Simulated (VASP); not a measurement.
# AlN (P6_3/mmc) in VASP: a series of runs

Aim: see how the results for AlN move with the level of theory and the settings. Levels: LDA, r2SCAN, PBE-based screened hybrid. Tasks: single point.

Everything below comes from runs of VASP 6.6.1. Logs are shortened: lines on timing, memory, paths and dates and some standing lists are left out, and cuts for length are marked.

### 1 The cell of the first run

Symmetry: P6_3/mmc, No. 194, hexagonal system. Conventional cell: a = 3.356 Å, b = 3.356 Å, c = 4.243 Å, α = 90.00°, β = 90.00°, γ = 120.00°. Within 2.6 Å of Al (site symmetry -6m2) lie 5 N at 1.94 to 2.12 Å. Within 2.6 Å of N (site symmetry -6m2) lie 5 Al at 1.94 to 2.12 Å.

### 2 Single point, LDA

INCAR reads:

```
SYSTEM = AlN
  ALGO = Normal
  EDIFF = 1E-7
  ENCUT = 520
  ISIF = 2
  ISMEAR = -1
  LASPH = .True.
  LCHARG = .False.
  LREAL = .False.
  LWAVE = .False.
  NBANDS = 16
  NELM = 100
  PREC = Accurate
  SIGMA = 0.05
```

KPOINTS reads:

```
k-points
0
Gamma
  9 9 7
  0 0 0
```

POSCAR reads:

```
AlN
1.0
    3.3557012103      0.0000000000      0.0000000000
   -1.6778506052      2.9061224957      0.0000000000
    0.0000000000      0.0000000000      4.2426688325
Al N
2 2
Direct
    0.6666666667      0.3333333333      0.2500000000
    0.3333333333      0.6666666667      0.7500000000
    0.6666666667      0.3333333333      0.7500000000
    0.3333333333      0.6666666667      0.2500000000
```

Potentials or basis: VASP PAW LDA potentials, release 64 (Al, N).

Command:

```
cat potpaw_LDA.64/Al/POTCAR potpaw_LDA.64/N/POTCAR > POTCAR
mpirun -np 1 vasp_std > vasp.out
```

OUTCAR:

```text
SYSTEM = AlN
   EDIFF = 1E-7
   ENCUT = 520
   ISIF = 2
   ISMEAR = -1
   LASPH = .True.
   LREAL = .False.
   NELM = 100
   PREC = Accurate

 ion  position               nearest neighbor table
   1  0.667  0.333  0.250-   4 1.94   4 1.94   4 1.94   3 2.12   3 2.12   2 2.87   2 2.87   2 2.87
                             2 2.87   2 2.87   2 2.87
   2  0.333  0.667  0.750-   3 1.94   3 1.94   3 1.94   4 2.12   4 2.12   1 2.87   1 2.87   1 2.87
                             1 2.87   1 2.87   1 2.87
   3  0.667  0.333  0.750-   2 1.94   2 1.94   2 1.94   1 2.12   1 2.12
   4  0.333  0.667  0.250-   1 1.94   1 1.94   1 1.94   2 2.12   2 2.12

  LATTYP: Found a hexagonal cell.
 ALAT       =     3.3557012103
 C/A-ratio  =     1.2643166261

  Lattice vectors:

 A1 = (   3.3557012103,   0.0000000000,   0.0000000000)
 A2 = (  -1.6778506052,   2.9061224957,   0.0000000000)
 A3 = (   0.0000000000,   0.0000000000,   4.2426688325)

Analysis of symmetry for initial positions (statically):
=====================================================================
 Subroutine PRICEL returns:
 Original cell was already a primitive cell.

 Routine SETGRP: Setting up the symmetry group for a
 hexagonal supercell.

 Subroutine GETGRP returns: Found 24 space group operations
 (whereof 12 operations were pure point group operations)
 out of a pool of 24 trial point group operations.

The static configuration has the point symmetry D_3d.
 The point group associated with its full space group is D_6h.

Analysis of symmetry for dynamics (positions and initial velocities):
=====================================================================
 Subroutine PRICEL returns:
 Original cell was already a primitive cell.

 Routine SETGRP: Setting up the symmetry group for a
 hexagonal supercell.

 Subroutine GETGRP returns: Found 24 space group operations
 (whereof 12 operations were pure point group operations)
 out of a pool of 24 trial point group operations.

The dynamic configuration has the point symmetry D_3d.
 The point group associated with its full space group is D_6h.

 Subroutine INISYM returns: Found 24 space group operations
 (whereof 12 operations are pure point group operations),
 and found     1 'primitive' translations

----------------------------------------------------------------------------------------

                                     Primitive cell

  volume of cell :      41.3748

  direct lattice vectors                    reciprocal lattice vectors
     3.355701210  0.000000000  0.000000000     0.298000310  0.172050559  0.000000000
    -1.677850605  2.906122496  0.000000000     0.000000000  0.344101118  0.000000000
     0.000000000  0.000000000  4.242668832     0.000000000  0.000000000  0.235700697

  length of vectors
[... 94 lines left out ...]
   POTIM  = 0.5000    time-step for ionic-motion
   TEBEG  =    0.0;   TEEND  =   0.0 temperature during run
   PSTRESS=    0.0 pullay stress
   NELECT =      16.0000    total number of electrons
   NUPDOWN=      -1.0000    fix difference up-down
   EMIN   =  10.00;   EMAX   =-10.00  energy-range for DOS
   EFERMI =   0.00;   METHOD = LEGACY
   ISMEAR =    -1;   SIGMA  =   0.05  broadening in eV -4-tet -1-fermi 0-gaus
   EFERMI_NEDOS =   21; number of points for ismear=-14 and -15
   IALGO  =     38    algorithm
   IMIX   =      4    mixing-type and parameters
     AMIX     =   0.40;   BMIX     =  1.00
     AMIX_MAG =   1.60;   BMIX_MAG =  1.00
  volume/ion in A,a.u.               =      10.34        69.80
  Fermi-wavevector in a.u.,A,eV,Ry     =   1.192713  2.253901 19.355171  1.422565
  Thomas-Fermi vector in A             =   2.328745
   LORBIT       =      0    0 simple, 1 ext, 2 COOP (PROOUT), +10 PAW based schemes
   GGA     = CA    functional components
   LHFCALC =     F    Hartree Fock is set to
   AEXX    =    0.0000 exact exchange contribution
   IVDW    =     0    specifies the selected vdW correction
   LEPSILON=     F    determine dielectric tensor
   LRPA    =     F    only Hartree local field effects (RPA)
 non-spin polarized calculation
  energy-cutoff  :      520.00
  volume of cell :       41.37
 maximum number of plane-waves:      1132
 NGX is ok and might be reduce to    28
   NGX = 13   NGY = 13   NGZ = 15

 number of electron      16.0000001 magnetization

 Free energy of the ion-electron system (eV)
  ---------------------------------------------------
  ext. energy  EPLUGINS =         0.00000000
  ---------------------------------------------------
  free energy    TOTEN  =       -32.32550306 eV

  energy without entropy =      -32.32550306  energy(sigma->0) =      -32.32550306

 E-fermi :   8.2187     XC(G=0): -11.3156

 val. band max:        7.2473366181   @ k =   0.0000   0.0000   0.0000
 cond. band min:      10.2383092540   @ k =   0.0000   0.0000   0.0000
 fundamental gap:      2.9909726359
 Fermi energy:         8.2186636914

 k-point     1 :       0.0000    0.0000    0.0000
  band No.  band energies     occupation
      1      -9.0728      2.00000
      2      -5.5368      2.00000
      3       0.5872      2.00000
      4       4.0879      2.00000
      5       4.0879      2.00000
      6       5.7148      2.00000
[... 433 lines left out ...]
      3       0.8813      2.00000
      4       1.9587      2.00000
      5       1.9587      2.00000
      6       4.4292      2.00000
[... 8 lines left out ...]
     15      18.0879      0.00000
     16      19.5635      0.00000

 [... further k-points ...]

------------------------ aborting loop because EDIFF is reached ----------------------------------------

  FORCE on cell =-STRESS in cart. coord.  units (eV):
  Direction    XX          YY          ZZ          XY          YZ          ZX
  --------------------------------------------------------------------------------------
  -------------------------------------------------------------------------------------
  Total       -4.0223622     -4.0223622     -3.7394623      0.0000000      0.0000000      0.0000000
  in kB     -155.7598164   -155.7598164   -144.8049498      0.0000000      0.0000000      0.0000000
  external PRESSURE =    -152.1081942 kB  Pullay stress =       0.0000000 kB

 VOLUME and BASIS-vectors are now :
 -----------------------------------------------------------------------------
  energy-cutoff  :      520.00
  volume of cell :       41.37
      direct lattice vectors                 reciprocal lattice vectors
     3.355701210  0.000000000  0.000000000     0.298000310  0.172050559  0.000000000
    -1.677850605  2.906122496  0.000000000     0.000000000  0.344101118  0.000000000
     0.000000000  0.000000000  4.242668832     0.000000000  0.000000000  0.235700697

 POSITION                                       TOTAL-FORCE (eV/Angst)
 -----------------------------------------------------------------------------------
      1.67785      0.96871      1.06067         0.000000     -0.000000      0.000000
     -0.00000      1.93741      3.18200         0.000000      0.000000      0.000000
      1.67785      0.96871      3.18200        -0.000000     -0.000000      0.000000
     -0.00000      1.93741      1.06067         0.000000      0.000000      0.000000
 -----------------------------------------------------------------------------------
    total drift:                               -0.000000      0.000000     -0.000000

  FREE ENERGIE OF THE ION-ELECTRON SYSTEM (eV)
  ---------------------------------------------------
  free  energy   TOTEN  =       -32.3255030646 eV

  energy  without entropy=      -32.3255030646  energy(sigma->0) =      -32.32550306
```

stdout:

```text
POSCAR found type information on POSCAR AlN
 POSCAR found :  2 types and       4 ions
 scaLAPACK will be used
 LDA part: xc-table for (Slater(with rela. corr.)+CA(PZ))
 , standard interpolation
 POSCAR, INCAR and KPOINTS ok, starting setup
 FFT: planning ... GRIDC
 FFT: planning ... GRID_SOFT
 FFT: planning ... GRID
 WAVECAR not read
 entering main loop
```

Run time: 32 s. Hardware: 1 thread of AMD EPYC 7R43 (Zen 3), shared host; peak memory 0.12 GiB.

What came out:

| Property | Result |
| --- | --- |
| Free energy | -32.3255 eV |
| Pressure | -15.2 GPa |
| Band gap on the k mesh | 2.99 eV, direct |

Stress tensor (GPa, compression positive):
```
-15.58   0.00   0.00
  0.00 -15.58   0.00
  0.00   0.00 -14.48
```

A k mesh can miss the band edges. As with any semilocal functional, this LDA gap is likely too small.

[end of part 1 of 2]
